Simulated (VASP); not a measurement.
# NbC (Fm-3m) in VASP: a series of runs

The runs below take NbC through elastic constants, with PBEsol.

All numbers are computed with VASP 6.6.1; they aren't measurements. Logs are shortened: lines on timing, memory, paths and dates and some standing lists are left out, and cuts for length are marked.

**1. The cell of the first run**

Symmetry: Fm-3m, No. 225, cubic system. Conventional cell: a = 4.450 Å, b = 4.450 Å, c = 4.450 Å, α = 90.00°, β = 90.00°, γ = 90.00°. Nb (site symmetry m-3m) has 6 C at 2.22 Å within 2.9 Å. C (site symmetry m-3m) has 6 Nb at 2.22 Å within 2.9 Å.

**2. Elastic constants, PBEsol**

Contents of INCAR:

```
SYSTEM = NbC
PREC = Accurate
ENCUT = 600
EDIFF = 1E-8
ISMEAR = -1
SIGMA = 0.05
LREAL = .False.
LASPH = .True.
NELM = 120
ALGO = Normal
ISIF = 3
LWAVE = .False.
LCHARG = .True.
GGA = PS
IBRION = 6
NFREE = 2
POTIM = 0.015
NSW = 1
GGA_COMPAT = .False.
```

Contents of KPOINTS:

```
Automatic mesh
0
Gamma
  18 18 18
  0 0 0
```

Contents of POSCAR:

```
NbC
1.0
    0.0000000000      2.2249742407      2.2249742407
    2.2249742407      0.0000000000      2.2249742407
    2.2249742407      2.2249742407      0.0000000000
Nb C
1 1
Direct
    0.0000000000      0.0000000000      0.0000000000
    0.5000000000      0.5000000000      0.5000000000
```

Potentials or basis: VASP PAW PBE potentials, release 64 (Nb_sv, C).

Launch:

```sh
> cat potpaw_PBE.64/Nb_sv/POTCAR potpaw_PBE.64/C/POTCAR > POTCAR
> mpirun -np 1 vasp_std > vasp.out
```

OUTCAR:

```text
SYSTEM = NbC
   PREC = Accurate
   ENCUT = 600
   EDIFF = 1E-8
   ISMEAR = -1
   LREAL = .False.
   LASPH = .True.
   NELM = 120
   ISIF = 3
   GGA = PS
   IBRION = 6
   NFREE = 2
   POTIM = 0.015
   NSW = 1

 ion  position               nearest neighbor table
   1  0.000  0.000  0.000-   2 2.22   2 2.22   2 2.22   2 2.22   2 2.22   2 2.22
   2  0.500  0.500  0.500-   1 2.22   1 2.22   1 2.22   1 2.22   1 2.22   1 2.22

  LATTYP: Found a face centered cubic cell.
 ALAT       =     4.4499484814

  Lattice vectors:

 A1 = (   0.0000000000,   2.2249742407,   2.2249742407)
 A2 = (   2.2249742407,   0.0000000000,   2.2249742407)
 A3 = (   2.2249742407,   2.2249742407,   0.0000000000)

Analysis of symmetry for initial positions (statically):
=====================================================================
 Subroutine PRICEL returns:
 Original cell was already a primitive cell.

 Routine SETGRP: Setting up the symmetry group for a
 face centered cubic supercell.

 Subroutine GETGRP returns: Found 48 space group operations
 (whereof 48 operations were pure point group operations)
 out of a pool of 48 trial point group operations.

The static configuration has the point symmetry O_h .

Analysis of symmetry for dynamics (positions and initial velocities):
=====================================================================
 Subroutine PRICEL returns:
 Original cell was already a primitive cell.

 Routine SETGRP: Setting up the symmetry group for a
 face centered cubic supercell.

 Subroutine GETGRP returns: Found 48 space group operations
 (whereof 48 operations were pure point group operations)
 out of a pool of 48 trial point group operations.

The dynamic configuration has the point symmetry O_h .

 Subroutine INISYM returns: Found 48 space group operations
 (whereof 48 operations are pure point group operations),
 and found     1 'primitive' translations

----------------------------------------------------------------------------------------

                                     Primitive cell

  volume of cell :      22.0295

  direct lattice vectors                    reciprocal lattice vectors
     0.000000000  2.224974241  2.224974241    -0.224721703  0.224721703  0.224721703
     2.224974241  0.000000000  2.224974241     0.224721703 -0.224721703  0.224721703
     2.224974241  2.224974241  0.000000000     0.224721703  0.224721703 -0.224721703

  length of vectors
     3.146588747  3.146588747  3.146588747     0.389229407  0.389229407  0.389229407

  position of ions in fractional coordinates (direct lattice)
     0.000000000  0.000000000  0.000000000
     0.500000000  0.500000000  0.500000000

  ion indices of the primitive-cell ions
   primitive index   ion index
                 1           1
                 2           2

----------------------------------------------------------------------------------------

 KPOINTS: Automatic mesh

Automatic generation of k-mesh.
 Grid dimensions read from file:
 generate k-points for:   18   18   18

 Generating k-lattice:

  Cartesian coordinates                     Fractional coordinates (reciprocal lattice)
    -0.012484539  0.012484539  0.012484539     0.055555556  0.000000000  0.000000000
     0.012484539 -0.012484539  0.012484539     0.000000000  0.055555556  0.000000000
[... 108 lines left out ...]

------------------------ aborting loop because EDIFF is reached ----------------------------------------

  FORCE on cell =-STRESS in cart. coord.  units (eV):
  Direction    XX          YY          ZZ          XY          YZ          ZX
  --------------------------------------------------------------------------------------
  -------------------------------------------------------------------------------------
  Total       -0.0660926     -0.0660926     -0.0660926     -0.0000000     -0.0000000      0.0000000
  in kB       -4.8068267     -4.8068267     -4.8068267     -0.0000000     -0.0000000      0.0000000
  external PRESSURE =      -4.8068267 kB  Pullay stress =       0.0000000 kB
[... 89 lines left out ...]
  FREE ENERGIE OF THE ION-ELECTRON SYSTEM (eV)
  ---------------------------------------------------
  free  energy   TOTEN  =       -21.8502788583 eV

  energy  without entropy=      -21.8438169059  energy(sigma->0) =      -21.84704788

[... ionic steps 4 to 14 ...]

--------------------------------------- Ionic step       15  -------------------------------------------

 number of electron      17.0000000 magnetization

------------------------ aborting loop because EDIFF is reached ----------------------------------------
[... 67 lines left out ...]
--------------------------------------- Ionic step       17  -------------------------------------------

 number of electron      17.0000001 magnetization

 Free energy of the ion-electron system (eV)
  ---------------------------------------------------
  ext. energy  EPLUGINS =         0.00000000
  ---------------------------------------------------
  free energy    TOTEN  =       -21.85931326 eV

  energy without entropy =      -21.85244788  energy(sigma->0) =      -21.85588057

 E-fermi :  12.6698     XC(G=0): -13.2942

 val. band max:       12.6627464015   @ k =   0.0556   0.0000   0.0000
 cond. band min:      12.7111573979   @ k =   0.4444   0.1667   0.0000
 fundamental gap:      0.0484109964
 Fermi energy:        12.6697784283

 k-point     1 :       0.0000    0.0000    0.0000
  band No.  band energies     occupation
      1     -42.9513      2.00000
      2     -18.6777      2.00000
      3     -18.6774      2.00000
      4     -18.6774      2.00000
      5      -0.8442      2.00000
      6      11.2940      2.00000
      7      11.2940      2.00000
      8      11.3032      2.00000
      9      12.4060      1.98983
     10      12.4490      1.97612
     11      12.4490      1.97612
     12      13.0203      0.00180
[... 331 lines left out ...]
 k-point    24 :      -0.2222    0.0556    0.0000
  band No.  band energies     occupation
      1     -42.8951      2.00000
      2     -19.1166      2.00000
      3     -18.7506      2.00000
      4     -18.7071      2.00000
      5       0.5675      2.00000
      6       7.9774      2.00000
      7       8.7019      2.00000
      8       9.0310      2.00000
      9      12.4974      1.93828
     10      13.1214      0.00024
     11      13.9925      0.00000
     12      17.1575      0.00000

 [... further k-points ...]
[... 5 lines left out ...]
  --------------------------------------------------------------------------------------
  -------------------------------------------------------------------------------------
  Total       -0.0533762     -0.0660110     -0.0660110     -0.0000000      0.0000000      0.0000000
  in kB       -3.8819817     -4.8008952     -4.8008952     -0.0000000      0.0000000      0.0000000
  external PRESSURE =      -4.4945907 kB  Pullay stress =       0.0000000 kB
[... 17 lines left out ...]
  FREE ENERGIE OF THE ION-ELECTRON SYSTEM (eV)
  ---------------------------------------------------
  free  energy   TOTEN  =       -21.8593132569 eV

  energy  without entropy=      -21.8524478837  energy(sigma->0) =      -21.85588057

 INTERNAL STRAIN TENSORS FROM STRAINED CELLS
 ============================================

 INTERNAL STRAIN TENSOR FOR ION    1 for displacements in x,y,z  (eV/Angst):
          X           Y           Z          XY          YZ          ZX
  --------------------------------------------------------------------------------
  x     0.00000     0.00000     0.00000     0.00000     0.00000     0.00000
  y     0.00000     0.00000    -0.00000     0.00000     0.00000    -0.00000
  z    -0.00000     0.00000     0.00000     0.00000     0.00000     0.00000

 INTERNAL STRAIN TENSORS FROM DISPLACED ATOMS
 ============================================

 INTERNAL STRAIN TENSOR FOR ION    1 for displacements in x,y,z  (eV/Angst):
          X           Y           Z          XY          YZ          ZX
  --------------------------------------------------------------------------------
  x     0.00000     0.00000     0.00000     0.00000     0.00000     0.00000
  y     0.00000     0.00000     0.00000     0.00000     0.00000     0.00000
  z     0.00000     0.00000     0.00000     0.00000     0.00000     0.00000

 INTERNAL STRAIN TENSOR FOR ION    2 for displacements in x,y,z  (eV/Angst):
          X           Y           Z          XY          YZ          ZX
  --------------------------------------------------------------------------------
  x     0.00000     0.00000     0.00000     0.00000     0.00000     0.00000
  y     0.00000     0.00000     0.00000     0.00000     0.00000     0.00000
  z     0.00000     0.00000     0.00000     0.00000     0.00000     0.00000

 Eigenvectors and eigenvalues of the dynamical matrix
 ----------------------------------------------------

   1 f  =   16.214414 THz   101.878168 2PiTHz  540.854637 cm-1    67.057398 meV
             X         Y         Z           dx          dy          dz
      0.000000  0.000000  0.000000     0.000000    0.338416    0.000000
      2.224974  2.224974  2.224974     0.000000   -0.940997    0.000000
[... 21 lines left out ...]
   6 f/i=    0.001235 THz     0.007762 2PiTHz    0.041205 cm-1     0.005109 meV
             X         Y         Z           dx          dy          dz
      0.000000  0.000000  0.000000     0.000000    0.000000    0.940997
      2.224974  2.224974  2.224974     0.000000    0.000000    0.338416

--------------------------------------------------------------------------------------------------------

 ELASTIC MODULI CONTR FROM IONIC RELAXATION (kBar)
 Direction    XX          YY          ZZ          XY          YZ          ZX
 --------------------------------------------------------------------------------
 XX           0.0000      0.0000      0.0000      0.0000      0.0000      0.0000
 YY           0.0000      0.0000      0.0000      0.0000      0.0000      0.0000
 ZZ           0.0000      0.0000      0.0000      0.0000      0.0000      0.0000
 XY           0.0000      0.0000      0.0000      0.0000      0.0000      0.0000
 YZ           0.0000      0.0000      0.0000      0.0000      0.0000      0.0000
 ZX           0.0000      0.0000      0.0000      0.0000      0.0000      0.0000
 --------------------------------------------------------------------------------

 TOTAL ELASTIC MODULI (kBar)
 Direction    XX          YY          ZZ          XY          YZ          ZX
 --------------------------------------------------------------------------------
 XX        6968.1619   1298.3051   1298.3051     -0.0000      0.0000     -0.0000
 YY        1298.3051   6968.1619   1298.3051     -0.0000      0.0000      0.0000
 ZZ        1298.3051   1298.3051   6968.1619      0.0000     -0.0000     -0.0000
 XY          -0.0000     -0.0000      0.0000   1692.6257     -0.0000      0.0000
 YZ           0.0000      0.0000     -0.0000     -0.0000   1692.6257      0.0000
 ZX          -0.0000      0.0000     -0.0000      0.0000      0.0000   1692.6257
 --------------------------------------------------------------------------------
```

It took 34 min on 1 thread of Intel Xeon 6975P-C (Granite Rapids), shared host; peak memory 0.96 GiB.

What came out:

- Elastic constants C11, C12, C44: 697, 130, 169 GPa
- Voigt bulk modulus: 319 GPa
- Highest phonon frequency at Γ: 541 cm⁻¹

Phonon frequencies in cm⁻¹ (negative: imaginary):
| q point | frequencies |
| --- | --- |
| (0.000, 0.000, 0.000) | 0 0 0 541 541 541 |

Elastic tensor in Voigt notation (GPa, in the Cartesian axes of the cell as first typed):
```
697 130 130   0   0   0
130 697 130   0   0   0
130 130 697   0   0   0
  0   0   0 169   0   0
  0   0   0   0 169   0
  0   0   0   0   0 169
```

Clamped-ion elastic tensor (GPa):
```
697 130 130   0   0   0
130 697 130   0   0   0
130 130 697   0   0   0
  0   0   0 169   0   0
  0   0   0   0 169   0
  0   0   0   0   0 169
```

Caveat: the PAW data sets were made with another functional, which shifts forces and pressure a little.

**3. Elastic constants, PBEsol**

This run uses another cell than the first one, of 10.88 Å³/atom.

Contents of INCAR:

```
PREC = Accurate
ENCUT = 600
EDIFF = 1E-8
ISMEAR = -1
SIGMA = 0.05
LREAL = F
LASPH = T
NELM = 120
ALGO = Normal
ISIF = 3
LWAVE = F
LCHARG = F
GGA = PS
IBRION = 6
NFREE = 2
POTIM = 0.015
NSW = 1
GGA_COMPAT = F
```

Contents of KPOINTS:

```
Automatic mesh
0
Gamma
  18 18 18
```

Contents of POSCAR:

```
NbC
1.0
    0.0000000000      2.2159579424      2.2159579424
    2.2159579424      0.0000000000      2.2159579424
    2.2159579424      2.2159579424      0.0000000000
Nb C
1 1
Direct
    0.0000000000      0.0000000000      0.0000000000
    0.5000000000      0.5000000000      0.5000000000
```

Potentials or basis: VASP PAW PBE potentials, release 64 (Nb_sv, C).

Launch:

```sh
> cat potpaw_PBE.64/Nb_sv/POTCAR potpaw_PBE.64/C/POTCAR > POTCAR
> mpirun -np 1 vasp_std > vasp.out
```

OUTCAR:

```text
PREC = Accurate
   ENCUT = 600
   EDIFF = 1E-8
   ISMEAR = -1
   LREAL = F
   LASPH = T
   NELM = 120
   ISIF = 3
   GGA = PS
   IBRION = 6
   NFREE = 2
   POTIM = 0.015
   NSW = 1

 ion  position               nearest neighbor table
   1  0.000  0.000  0.000-   2 2.22   2 2.22   2 2.22   2 2.22   2 2.22   2 2.22
   2  0.500  0.500  0.500-   1 2.22   1 2.22   1 2.22   1 2.22   1 2.22   1 2.22

[... 808 lines left out ...]
             X         Y         Z           dx          dy          dz
      0.000000  0.000000  0.000000     0.000000   -0.338374    0.000000
      2.215958  2.215958  2.215958    -0.000000    0.941012    0.000000
[... 21 lines left out ...]
   6 f/i=    0.000530 THz     0.003329 2PiTHz    0.017674 cm-1     0.002191 meV
             X         Y         Z           dx          dy          dz
      0.000000  0.000000  0.000000     0.940602   -0.027062    0.006197
      2.215958  2.215958  2.215958     0.338227   -0.009731    0.002228

--------------------------------------------------------------------------------------------------------

 ELASTIC MODULI CONTR FROM IONIC RELAXATION (kBar)
 Direction    XX          YY          ZZ          XY          YZ          ZX
 --------------------------------------------------------------------------------
 XX           0.0000      0.0000      0.0000      0.0000      0.0000      0.0000
 YY           0.0000      0.0000      0.0000      0.0000      0.0000      0.0000
 ZZ           0.0000      0.0000      0.0000      0.0000      0.0000      0.0000
 XY           0.0000      0.0000      0.0000      0.0000      0.0000      0.0000
 YZ           0.0000      0.0000      0.0000      0.0000      0.0000      0.0000
 ZX           0.0000      0.0000      0.0000      0.0000      0.0000      0.0000
 --------------------------------------------------------------------------------

 TOTAL ELASTIC MODULI (kBar)
 Direction    XX          YY          ZZ          XY          YZ          ZX
 --------------------------------------------------------------------------------
 XX        7307.2614   1319.3638   1319.3638      0.0000      0.0000     -0.0000
 YY        1319.3638   7307.2614   1319.3638      0.0000     -0.0000      0.0000
 ZZ        1319.3638   1319.3638   7307.2614      0.0000     -0.0000      0.0000
 XY           0.0000      0.0000      0.0000   1719.0724      0.0000      0.0000
 YZ           0.0000     -0.0000     -0.0000      0.0000   1719.0724      0.0000
 ZX          -0.0000      0.0000      0.0000      0.0000      0.0000   1719.0724
 --------------------------------------------------------------------------------
```

It took 63 min on 1 thread of AMD EPYC 7R13 (Zen 3), shared host; peak memory 0.89 GiB.

What came out:

* Elastic constants C11, C12, C44: 731, 132, 172 GPa
* Voigt bulk modulus: 332 GPa
* Highest phonon frequency at Γ: 554 cm⁻¹

Phonon frequencies in cm⁻¹ (negative: imaginary):
```tsv
q point	frequencies
(0.000, 0.000, 0.000)	0 0 0 554 554 554
```

Elastic tensor in Voigt notation (GPa, in the Cartesian axes of the cell as first typed):
```
731 132 132   0   0   0
132 731 132   0   0   0
132 132 731   0   0   0
  0   0   0 172   0   0
  0   0   0   0 172   0
  0   0   0   0   0 172
```

Clamped-ion elastic tensor (GPa):
```
731 132 132   0   0   0
132 731 132   0   0   0
132 132 731   0   0   0
  0   0   0 172   0   0
  0   0   0   0 172   0
  0   0   0   0   0 172
```

Caveat: the cell is under stress, which shifts elastic constants; the PAW data sets were made with another functional, which shifts forces and pressure a little.
